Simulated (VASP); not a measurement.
The system is Ti.

```xyz
2
Lattice="2.9391 0.0000 0.0000 -1.4695 2.5453 0.0000 0.0000 0.0000 4.6560" Properties=species:S:1:pos:R:3 pbc="T T T"
Ti    0.0000    1.6969    1.1640
Ti    1.4695    0.8484    3.4920
```

Base run:

* Program: VASP 6.6.1
* Functional: PBE
* Potentials or basis: VASP PAW PBE potentials, release 64 (Ti_sv)
* Cutoff: 520 eV
* k mesh: 12 × 12 × 7
* Occupations: fermi-dirac, width 1 eV
* Spin: no spin polarisation

Its results: band gap on the k mesh zero (band 12 reaches 9.45 eV, above the bottom of band 13 at 8.24 eV); pressure 17.2 GPa.

The run is repeated on the same cell with these changes: occupations from fermi-dirac, width 1 eV to gaussian, width 0.3 eV. What comes out?

Band gap on the k mesh zero (band 12 reaches 9.08 eV, above the bottom of band 13 at 8.01 eV); pressure -0.2 GPa.
